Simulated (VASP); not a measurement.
A run of VASP 6.6.1 is set up as follows.

The input INCAR:

```
  PREC = Accurate
  ENCUT = 520
  EDIFF = 1E-6
  ISMEAR = 0
  SIGMA = 0.1
  LREAL = F
  LASPH = T
  NELM = 100
  ALGO = Normal
  ISIF = 2
  LWAVE = F
  LCHARG = T
  GGA = PE
  LELF = T
  LVHAR = T
  NBANDS = 28
```

Contents of KPOINTS:

```
Automatic mesh
0
Gamma
  6 6 4
```

POSCAR

```
ScSiS4
1.0
    4.5887319330      0.0000000000      0.0000000000
   -2.2943659665      3.9739584251      0.0000000000
    0.0000000000      0.0000000000      9.8613532531
Sc Si S
1 1 4
Direct
    0.0000000000      0.0000000000      0.5000000000
    0.0000000000      0.0000000000      0.0000000000
    0.3333333333      0.6666666667      0.5000000000
    0.6666666667      0.3333333333      0.5000000000
    0.0000000000      0.0000000000      0.1970108564
    0.0000000000      0.0000000000      0.8029891436
```

Potentials or basis: VASP PAW PBE potentials, release 64 (Sc_sv, Si, S).

Run with:

```console
$ cat potpaw_PBE.64/Sc_sv/POTCAR potpaw_PBE.64/Si/POTCAR potpaw_PBE.64/S/POTCAR > POTCAR
$ mpirun -np 1 vasp_std > vasp.out
```

Question: What does it give for the largest force?

Answer: 0.117 eV/Å.

Question: Predict the pressure.

Answer: -0.1 GPa.

Question: What does it give for the band gap on the k mesh?

Answer: Zero (an odd number of electrons rules out a gap without spin polarisation).

Forces in eV/Å, atoms in the order of the input:
```
Sc   0.000  0.000  0.000
Si   0.000  0.000  0.000
S    0.000  0.000  0.000
S    0.000  0.000  0.000
S    0.000  0.000 -0.117
S    0.000  0.000  0.117
```
